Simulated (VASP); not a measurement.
Write the native input for VASP 6.6.1 that does the following.

- Task: single point
- Functional: PBE
- Potentials or basis: VASP PAW PBE potentials, release 64 (Al, Cu)
- Cutoff: 520 eV
- k mesh: 8 × 8 × 8
- Occupations: gaussian, width 0.1 eV
- Spin: no spin polarisation
- Dipole correction: no
- Further INCAR settings: ALGO = Fast; EDIFF = 1e-07; NBANDS = 26

The structure of Al7Cu lies in POSCAR:

```
Al7Cu
1.0
    0.0000000000      4.0578179559      4.0578179559
    4.0578179559      0.0000000000      4.0578179559
    4.0578179559      4.0578179559      0.0000000000
Al Cu
7 1
Direct
    0.5000000000      0.0000000000      0.0000000000
    0.0000000000      0.5000000000      0.5000000000
    0.0000000000      0.5000000000      0.0000000000
    0.5000000000      0.0000000000      0.5000000000
    0.0000000000      0.0000000000      0.5000000000
    0.5000000000      0.5000000000      0.0000000000
    0.0000000000      0.0000000000      0.0000000000
    0.5000000000      0.5000000000      0.5000000000
```

This cell differs from its parent crystal: volume scaled by 1.06.

One way to write it, as run:

INCAR

```
SYSTEM = Al7Cu
ALGO     = Fast           ! electronic algorithm
EDIFF    = 1E-7           ! SCF threshold, eV
ENCUT    = 520            ! plane-wave cutoff, eV
GGA      = PE             ! functional
ISIF     = 2              ! what is computed and relaxed
ISMEAR   = 0              ! smearing method
LASPH    = .True.         ! aspherical terms in the spheres
LCHARG   = .True.         ! write CHGCAR
LELF     = .True.         ! ELF
LREAL    = .False.        ! projectors in reciprocal space
LVHAR    = .True.       
LWAVE    = .False.        ! write WAVECAR
NBANDS   = 26             ! bands
NELM     = 60             ! most SCF steps
PREC     = Accurate       ! precision mode
SIGMA    = 0.1            ! smearing width, eV
```

KPOINTS

```
k-points
0
Gamma
  8 8 8
  0 0 0
```

Potentials or basis: VASP PAW PBE potentials, release 64 (Al, Cu).

The run is started by

```sh
$ cat potpaw_PBE.64/Al/POTCAR potpaw_PBE.64/Cu/POTCAR > POTCAR
$ mpirun -np 1 vasp_std > vasp.out
```

It gave:

The pressure is -4.4 GPa and the band gap on the k mesh is zero (band 16 reaches 8.33 eV, above the bottom of band 17 at 5.10 eV).

It took 5 min on 1 thread of AMD EPYC 7R13 Processor (Zen 3) (shared host), peak memory 0.34 GiB.
